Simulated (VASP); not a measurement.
Here is a VASP 6.6.1 calculation.

Contents of POSCAR:

```
Ti
1.0
   -1.6281323405      1.6281323405      1.6281323405
    1.6281323405     -1.6281323405      1.6281323405
    1.6281323405      1.6281323405     -1.6281323405
Ti
1
Direct
    0.0000000000      0.0000000000      0.0000000000
```

The input INCAR.step1:

```
  ALGO = Normal
  EDIFF = 1E-4
  ENCUT = 520
  GGA = PE
  ISMEAR = -1
  LASPH = True
  LCHARG = False
  LREAL = False
  LWAVE = True
  NBANDS = 12
  NELM = 80
  PREC = Accurate
  SIGMA = 0.1
```

File INCAR.step2:

```
  ALGO = Normal
  EDIFF = 1E-6
  ENCUT = 520
  ISIF = 2
  ISMEAR = -1
  ISTART = 1
  LASPH = True
  LCHARG = False
  LMIXTAU = True
  LREAL = False
  LWAVE = False
  METAGGA = R2SCAN
  NBANDS = 12
  NELM = 80
  PREC = Accurate
  SIGMA = 0.1
```

File KPOINTS:

```
k-points
0
Gamma
  22 22 22
```

Potentials or basis: VASP PAW PBE potentials, release 64 (Ti_sv).

Command:

```sh
$ cat potpaw_PBE.64/Ti_sv/POTCAR > POTCAR
$ cp INCAR.step1 INCAR
$ mpirun -np 1 vasp_std > vasp.out
$ cp INCAR.step2 INCAR
$ mpirun -np 1 vasp_std > vasp.out
```

(1) What does it give for the pressure?

(2) What does it give for the band gap on the k mesh?

Results:

(1) 0.3 GPa.

(2) zero (bands 6 and 7 overlap by 1.81 eV).

Caveat: the PAW data sets were made with another functional, which shifts forces and pressure a little.
